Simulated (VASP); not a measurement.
# Si (I4_122) in VASP: further runs

The runs below take Si through single point, relaxation of cell and atoms, with PBE.

Program: VASP 6.6.1. These are calculated values, not measurements. Logs are shortened: lines on timing, memory, paths and dates and some standing lists are left out, and cuts for length are marked.

## (1) The cell of the first run

It takes space group I4_122 (No. 98, tetragonal). The conventional cell has a = 4.056 Å, b = 4.056 Å, c = 8.090 Å, α = 90.00°, β = 90.00°, γ = 90.00°. Si (site symmetry 2) has 4 Si at 2.12 to 2.32 Å within 2.8 Å.

The cell was generated, and may not be a known phase.

## (2) Single point, PBE

The input, INCAR:

```
ALGO = Normal ; EDIFF = 1E-6
ENCUT = 520 ; GGA = PE
ISIF = 2 ; ISMEAR = 0
LASPH = T ; LCHARG = F
LREAL = F ; LWAVE = F
NBANDS = 16 ; NELM = 60
PREC = Accurate ; SIGMA = 0.1
```

The input, KPOINTS:

```
k-points
0
Gamma
  6 6 6
```

The input, POSCAR:

```
Si
1.0
   -2.0280785100      2.0280785100      4.0450187000
    2.0280785100     -2.0280785100      4.0450187000
    2.0280785100      2.0280785100     -4.0450187000
Si
4
Direct
    0.3750000000      0.9863820100      0.1113820100
    0.7363820100      0.1250000000      0.1113820100
    0.0136179900      0.6250000000      0.8886179900
    0.8750000000      0.2636179900      0.8886179900
```

Potentials or basis: VASP PAW PBE potentials, release 64 (Si).

Command:

```bash
$ cat potpaw_PBE.64/Si/POTCAR > POTCAR
$ mpirun -np 1 vasp_std > vasp.out
```

OUTCAR:

```text
EDIFF = 1E-6
   ENCUT = 520
   GGA = PE
   ISIF = 2
   ISMEAR = 0
   LASPH = T
   LREAL = F
   NELM = 60
   PREC = Accurate

 ion  position               nearest neighbor table
   1  0.375  0.986  0.111-   2 2.12   3 2.12   4 2.32   4 2.32   2 3.01   3 3.01
   2  0.736  0.125  0.111-   1 2.12   4 2.12   3 2.32   3 2.32   4 3.01   1 3.01
   3  0.014  0.625  0.889-   1 2.12   4 2.12   2 2.32   2 2.32   4 3.01   1 3.01
   4  0.875  0.264  0.889-   2 2.12   3 2.12   1 2.32   1 2.32   3 3.01   2 3.01

  LATTYP: Found a body centered tetragonal cell.
 ALAT       =     4.0561570200
 C/A-ratio  =     1.9945079444

  Lattice vectors:

 A1 = (  -2.0280785100,   2.0280785100,   4.0450187000)
 A2 = (   2.0280785100,  -2.0280785100,   4.0450187000)
 A3 = (   2.0280785100,   2.0280785100,  -4.0450187000)

Analysis of symmetry for initial positions (statically):
=====================================================================
 Subroutine PRICEL returns:
 Original cell was already a primitive cell.

 Routine SETGRP: Setting up the symmetry group for a
 body centered tetragonal supercell.

 Subroutine GETGRP returns: Found  8 space group operations
 (whereof  4 operations were pure point group operations)
 out of a pool of 16 trial point group operations.

The static configuration has the point symmetry D_2 .
 The point group associated with its full space group is D_4 .

Analysis of symmetry for dynamics (positions and initial velocities):
=====================================================================
 Subroutine PRICEL returns:
 Original cell was already a primitive cell.

 Routine SETGRP: Setting up the symmetry group for a
 body centered tetragonal supercell.

 Subroutine GETGRP returns: Found  8 space group operations
 (whereof  4 operations were pure point group operations)
 out of a pool of 16 trial point group operations.

The dynamic configuration has the point symmetry D_2 .
 The point group associated with its full space group is D_4 .

 Subroutine INISYM returns: Found  8 space group operations
 (whereof  4 operations are pure point group operations),
 and found     1 'primitive' translations

----------------------------------------------------------------------------------------

[... 95 lines left out ...]
   NELM   =     60;   NELMIN=  2; NELMDL= -5     # of ELM steps
   EDIFF  = 0.1E-05   stopping-criterion for ELM
   LREAL  =      F    real-space projection
   EDIFFG = 0.1E-04   stopping-criterion for IOM
   NSW    =      0    number of steps for IOM
   IBRION =     -1    ionic relax: 0-MD 1-quasi-New 2-CG
   NFREE  =      0    steps in history (QN), initial steepest desc. (CG)
   ISIF   =      2    stress and relaxation
   ISYM   =      2    0-nonsym 1-usesym 2-fastsym
   POTIM  = 0.5000    time-step for ionic-motion
   TEBEG  =    0.0;   TEEND  =   0.0 temperature during run
   PSTRESS=    0.0 pullay stress
   NELECT =      16.0000    total number of electrons
   NUPDOWN=      -1.0000    fix difference up-down
   EMIN   =  10.00;   EMAX   =-10.00  energy-range for DOS
   EFERMI =   0.00;   METHOD = LEGACY
   ISMEAR =     0;   SIGMA  =   0.10  broadening in eV -4-tet -1-fermi 0-gaus
   EFERMI_NEDOS =   21; number of points for ismear=-14 and -15
   IALGO  =     38    algorithm
   IMIX   =      4    mixing-type and parameters
     AMIX     =   0.40;   BMIX     =  1.00
     AMIX_MAG =   1.60;   BMIX_MAG =  1.00
  volume/ion in A,a.u.               =      16.64       112.28
  Fermi-wavevector in a.u.,A,eV,Ry     =   1.017962  1.923669 14.098985  1.036246
  Thomas-Fermi vector in A             =   2.151392
   LORBIT       =      0    0 simple, 1 ext, 2 COOP (PROOUT), +10 PAW based schemes
   GGA     = PE    functional components
   LHFCALC =     F    Hartree Fock is set to
   AEXX    =    0.0000 exact exchange contribution
   IVDW    =     0    specifies the selected vdW correction
   LEPSILON=     F    determine dielectric tensor
   LRPA    =     F    only Hartree local field effects (RPA)
 non-spin polarized calculation
 Gauss-broadening in eV      SIGMA  =   0.10
  energy-cutoff  :      520.00
  volume of cell :       66.55
 maximum number of plane-waves:      1807
 NGX is ok and might be reduce to    40
   NGX = 19   NGY = 19   NGZ = 19

 number of electron      16.0000001 magnetization

 Free energy of the ion-electron system (eV)
  ---------------------------------------------------
  ext. energy  EPLUGINS =         0.00000000
  ---------------------------------------------------
  free energy    TOTEN  =       -18.02322273 eV

  energy without entropy =      -18.01558032  energy(sigma->0) =      -18.01940152

 E-fermi :   7.8813     XC(G=0): -10.2085

 val. band max:        7.8674595185   @ k =   0.3333  -0.0000   0.0000
 cond. band min:       7.9572674021   @ k =  -0.3333  -0.3333   0.1667
 fundamental gap:      0.0898078836
 Fermi energy:         7.8813081816

 k-point     1 :       0.0000    0.0000    0.0000
  band No.  band energies     occupation
      1      -5.8905      2.00000
      2       1.2611      2.00000
      3       2.3082      2.00000
      4       2.6144      2.00000
      5       2.6144      2.00000
      6       4.7442      2.00000
[... 433 lines left out ...]
      3       0.5525      2.00000
      4       3.6188      2.00000
      5       4.0961      2.00000
      6       4.3569      2.00000
[... 8 lines left out ...]
     15      14.3897      0.00000
     16      15.1328      0.00000

 [... further k-points ...]

------------------------ aborting loop because EDIFF is reached ----------------------------------------

  FORCE on cell =-STRESS in cart. coord.  units (eV):
  Direction    XX          YY          ZZ          XY          YZ          ZX
  --------------------------------------------------------------------------------------
  -------------------------------------------------------------------------------------
  Total        5.4474763      5.4474763     25.7595205      0.0000000      0.0000000      0.0000000
  in kB      131.1462515    131.1462515    620.1522248      0.0000000      0.0000000      0.0000000
  external PRESSURE =     294.1482426 kB  Pullay stress =       0.0000000 kB

 VOLUME and BASIS-vectors are now :
 -----------------------------------------------------------------------------
  energy-cutoff  :      520.00
  volume of cell :       66.55
      direct lattice vectors                 reciprocal lattice vectors
    -2.028078510  2.028078510  4.045018700     0.000000000  0.246538779  0.123608823
     2.028078510 -2.028078510  4.045018700     0.246538779  0.000000000  0.123608823
     2.028078510  2.028078510 -4.045018700     0.246538779  0.246538779  0.000000000

 POSITION                                       TOTAL-FORCE (eV/Angst)
 -----------------------------------------------------------------------------------
      1.46582     -1.01404      5.05627         0.656904      0.000000      0.000000
     -1.01404      1.46582      3.03376         0.000000      0.656904      0.000000
      3.04212      0.56226     -1.01125         0.000000     -0.656904     -0.000000
      0.56226      3.04212      1.01125        -0.656904     -0.000000     -0.000000
 -----------------------------------------------------------------------------------
    total drift:                               -0.000000      0.000000     -0.000000

  FREE ENERGIE OF THE ION-ELECTRON SYSTEM (eV)
  ---------------------------------------------------
  free  energy   TOTEN  =       -18.0232227296 eV

  energy  without entropy=      -18.0155803159  energy(sigma->0) =      -18.01940152
```

OSZICAR:

```text
N       E                     dE             d eps       ncg     rms          rms(c)
DAV:   1     0.271017834173E+02    0.27102E+02   -0.60970E+03   960   0.833E+02
DAV:   2    -0.171679602979E+02   -0.44270E+02   -0.40562E+02  1312   0.125E+02
DAV:   3    -0.187582754751E+02   -0.15903E+01   -0.15775E+01  1288   0.218E+01
DAV:   4    -0.187744541915E+02   -0.16179E-01   -0.16174E-01  1240   0.286E+00
DAV:   5    -0.187747085647E+02   -0.25437E-03   -0.25436E-03  1312   0.329E-01    0.865E+00
DAV:   6    -0.181946648938E+02    0.58004E+00   -0.36028E-01  1208   0.308E+00    0.515E+00
DAV:   7    -0.180223273401E+02    0.17234E+00   -0.42430E-01  1296   0.333E+00    0.868E-01
DAV:   8    -0.180230529280E+02   -0.72559E-03   -0.53874E-02  1128   0.129E+00    0.282E-01
DAV:   9    -0.180232160593E+02   -0.16313E-03   -0.14504E-03  1304   0.230E-01    0.130E-01
DAV:  10    -0.180232141995E+02    0.18598E-05   -0.18177E-04  1208   0.731E-02    0.372E-02
DAV:  11    -0.180232231283E+02   -0.89287E-05   -0.17814E-05  1328   0.266E-02    0.107E-02
DAV:  12    -0.180232227296E+02    0.39866E-06   -0.62116E-06  1152   0.131E-02
   1 F= -.18023223E+02 E0= -.18019402E+02  d E =-.764241E-02
```

stdout:

```text
POSCAR found type information on POSCAR Si
 POSCAR found :  1 types and       4 ions
 scaLAPACK will be used
 LDA part: xc-table for (Slater+PW92), standard interpolation
 POSCAR, INCAR and KPOINTS ok, starting setup
 FFT: planning ... GRIDC
 FFT: planning ... GRID_SOFT
 FFT: planning ... GRID
 WAVECAR not read
 entering main loop
```

Run time: 61 s. Hardware: 1 thread of AMD EPYC 7R13, shared host; peak memory 0.22 GiB.

Results:

| Property | Result |
| --- | --- |
| Free energy | -18.0232 eV |
| Pressure | 29.4 GPa |
| Largest force | 0.657 eV/Å |
| Band gap on the k mesh | zero (bands 8 and 9 overlap by 1.70 eV) |

Forces on the atoms (eV/Å):
```
Si   0.657  0.000  0.000
Si   0.000  0.657  0.000
Si   0.000 -0.657  0.000
Si  -0.657  0.000  0.000
```

Levels at points of the mesh, in eV from the Fermi level:
```
           k point  band 5  band 6  band 7  band 8  band 9  band 10  band 11  band 12
(0.00, 0.00, 0.00)   -5.27   -3.14   -2.94   -1.64   -0.27     0.42     0.42     4.77
(0.50, 0.00, 0.00)   -3.28   -2.21   -2.19   -0.39    0.53     0.95     2.88     3.65
(0.50, 0.50, 0.00)   -5.53   -5.31   -2.47   -0.18    0.20     1.75     5.77     6.46
(0.50, 0.50, 0.50)   -4.40   -1.54   -1.39    0.84    0.84     3.84     3.84     4.15
```

Caveat: the stress differs along the axes, from 13 to 62 GPa.

## (3) Relaxation of cell and atoms, PBE

The input, INCAR:

```
  PREC = Accurate
  ENCUT = 600
  EDIFF = 1E-6
  ISMEAR = 0
  SIGMA = 0.1
  LREAL = False
  LASPH = True
  NELM = 100
  ALGO = Normal
  ISIF = 3
  LWAVE = False
  LCHARG = False
  GGA = PE
  IBRION = 2
  NSW = 90
  EDIFFG = -0.04
```

The input, KPOINTS:

```
regular mesh
0
Gamma
  6 6 6
```

POSCAR is that of step 2.

Potentials or basis: VASP PAW PBE potentials, release 64 (Si).

Command:

```bash
$ cat potpaw_PBE.64/Si/POTCAR > POTCAR
$ mpirun -np 1 vasp_std > vasp.out
```

OUTCAR:

```text
PREC = Accurate
   ENCUT = 600
   EDIFF = 1E-6
   ISMEAR = 0
   LREAL = False
   LASPH = True
   NELM = 100
   ISIF = 3
   GGA = PE
   IBRION = 2
   NSW = 90
   EDIFFG = -0.04

 ion  position               nearest neighbor table
   1  0.375  0.986  0.111-   2 2.12   3 2.12   4 2.32   4 2.32   2 3.01   3 3.01
   2  0.736  0.125  0.111-   1 2.12   4 2.12   3 2.32   3 2.32   4 3.01   1 3.01
   3  0.014  0.625  0.889-   1 2.12   4 2.12   2 2.32   2 2.32   4 3.01   1 3.01
   4  0.875  0.264  0.889-   2 2.12   3 2.12   1 2.32   1 2.32   3 3.01   2 3.01

  LATTYP: Found a body centered tetragonal cell.
 ALAT       =     4.0561570200
 C/A-ratio  =     1.9945079444

  Lattice vectors:

 A1 = (  -2.0280785100,   2.0280785100,   4.0450187000)
 A2 = (   2.0280785100,  -2.0280785100,   4.0450187000)
 A3 = (   2.0280785100,   2.0280785100,  -4.0450187000)

[... 1017 lines left out ...]
      2      -2.3777      2.00000
      3       0.0055      2.00000
      4       2.5488      2.00000
      5       3.4799      2.00000
      6       3.6941      2.00000
      7       4.0506      2.00000
      8       6.5080      0.01056
      9       6.9515      0.00000
     10       7.7694      0.00000
     11       9.1864      0.00000
     12       9.9671      0.00000

 [... further k-points ...]

[... ionic steps 4 to 31 ...]

--------------------------------------- Ionic step       32  -------------------------------------------

 number of electron      16.0000001 magnetization

------------------------ aborting loop because EDIFF is reached ----------------------------------------
[... 71 lines left out ...]
--------------------------------------- Ionic step       34  -------------------------------------------

 number of electron      16.0000000 magnetization

 Free energy of the ion-electron system (eV)
  ---------------------------------------------------
  ext. energy  EPLUGINS =         0.00000000
  ---------------------------------------------------
  free energy    TOTEN  =       -20.24854223 eV

  energy without entropy =      -20.23497985  energy(sigma->0) =      -20.24176104

 E-fermi :   8.1829     XC(G=0): -10.6051

 val. band max:        8.1737133783   @ k =  -0.3333   0.5000   0.1667
 cond. band min:       8.2174908789   @ k =   0.5000  -0.0000   0.0000
 fundamental gap:      0.0437775007
 Fermi energy:         8.1829481649
[... 391 lines left out ...]
  FREE ENERGIE OF THE ION-ELECTRON SYSTEM (eV)
  ---------------------------------------------------
  free  energy   TOTEN  =       -20.2485422267 eV

  energy  without entropy=      -20.2349798492  energy(sigma->0) =      -20.24176104

 reached required accuracy - stopping structural energy minimisation
```

OSZICAR:

```text
N       E                     dE             d eps       ncg     rms          rms(c)
DAV:   1     0.406791487407E+02    0.40679E+02   -0.70061E+03   720   0.125E+03
DAV:   2    -0.157253491749E+02   -0.56404E+02   -0.51643E+02   880   0.157E+02
DAV:   3    -0.187218742981E+02   -0.29965E+01   -0.28495E+01   972   0.343E+01
[... 276 lines left out ...]
DAV:   2    -0.202486745819E+02    0.17031E-03   -0.12585E-03   868   0.277E-01    0.653E-02
DAV:   3    -0.202485462812E+02    0.12830E-03   -0.21404E-04   828   0.958E-02    0.994E-03
DAV:   4    -0.202485444173E+02    0.18639E-05   -0.24038E-05   868   0.351E-02    0.826E-03
DAV:   5    -0.202485426511E+02    0.17662E-05   -0.14995E-06   496   0.831E-03    0.438E-03
DAV:   6    -0.202485422267E+02    0.42437E-06   -0.46999E-07   452   0.515E-03
  34 F= -.20248542E+02 E0= -.20241761E+02  d E =-.594627E-03
```

CONTCAR:

```text
Si
   1.00000000000000
    -1.7967264021746097    1.7967264021746097    5.0323056532779331
     1.7967264021746097   -1.7967264021746097    5.0323056532779331
     1.7967264021746097    1.7967264021746097   -5.0323056532779331
  Si
     4
Direct
     0.3750000000000000    0.8751968233692091    0.0001968233692091
     0.6251968233692091    0.1250000000000000    0.0001968233692091
     0.1248031766307909    0.6250000000000000    0.9998031766307909
     0.8750000000000000    0.3748031766307908    0.9998031766307909

  0.00000000E+00  0.00000000E+00  0.00000000E+00
  0.00000000E+00  0.00000000E+00  0.00000000E+00
  0.00000000E+00  0.00000000E+00  0.00000000E+00
  0.00000000E+00  0.00000000E+00  0.00000000E+00
```

It took 14 min on 1 thread of AMD EPYC 7R13, shared host; peak memory 0.25 GiB.

What came out:

```yaml
Free_energy: -20.2485 eV
Relaxed_volume: 16.25 Å³/atom
Relaxed_cell: a = 5.637 Å, b = 5.637 Å, c = 5.637 Å, α = 142.83°, β = 142.83°, γ = 53.58°
Space_group_after_relaxing_to_0.1_Å: Pm-3m (No. 221)
Energy_gained_by_relaxing: 556.3 meV/atom
Ionic_steps: 34
Pressure_after_relaxing: 0.0 GPa
Band_gap_on_the_k_mesh: zero (bands 8 and 9 overlap by 4.37 eV)
```

Forces in eV/Å, atoms in the order of the input:
```
Si  -0.003  0.000  0.000
Si   0.000 -0.003  0.000
Si   0.000  0.003  0.000
Si   0.003  0.000  0.000
```

Step by step:
```tsv
step	energy change (eV)	largest force (eV/Å)	pressure (GPa)	volume (Å³)
1	0.0000	0.6568	29.43	66.55
2	-0.5997	0.4516	-9.28	99.08
3	-1.6185	0.4564	-0.35	81.08
4	-1.6216	0.4476	0.18	80.57
5	-1.6223	0.4401	0.55	80.22
6	-1.6466	0.2226	-0.66	81.07
7	-1.6494	0.1199	-1.21	81.48
8	-1.6734	0.0998	-0.92	80.29
9	-1.7399	0.1090	0.18	76.78
10	-1.8437	0.2199	2.54	69.91
11	-1.8096	0.3112	17.91	56.85
12	-1.8511	0.5215	4.77	67.50
13	-1.9533	0.7472	8.97	62.10
14	-1.9326	0.7191	12.74	59.45
15	-1.9545	0.7776	10.78	60.70
16	-1.9507	0.7647	11.37	60.31
17	-1.9535	0.7512	11.44	60.22
18	-1.9600	0.7081	11.66	59.98
19	-1.9666	0.6262	12.11	59.49
20	-1.9546	0.4006	13.55	58.50
21	-1.9670	0.5938	12.35	59.29
22	-1.9778	0.5808	12.02	59.41
23	-2.0085	0.5427	11.06	59.77
24	-2.0629	0.4704	9.21	60.50
25	-2.1453	0.3407	5.83	61.97
26	-2.2153	0.1447	0.19	64.99
27	-2.2161	0.1289	-0.36	65.33
28	-2.2161	0.1234	-0.55	65.45
29	-2.2167	0.1183	-0.52	65.43
30	-2.2184	0.1035	-0.44	65.34
31	-2.2211	0.0763	-0.24	65.18
32	-2.2241	0.0309	0.21	64.85
33	-2.2244	0.0143	0.42	64.71
34	-2.2250	0.0025	0.01	64.98
```

Final structure:
```
Si
1.0
    -1.79673    1.79673    5.03231
     1.79673   -1.79673    5.03231
     1.79673    1.79673   -5.03231
Si
4
Direct
  0.37500 0.87520 0.00020
  0.62520 0.12500 0.00020
  0.12480 0.62500 0.99980
  0.87500 0.37480 0.99980
```

The gap in the log of VASP goes by the Fermi energy; the results here count the filled bands.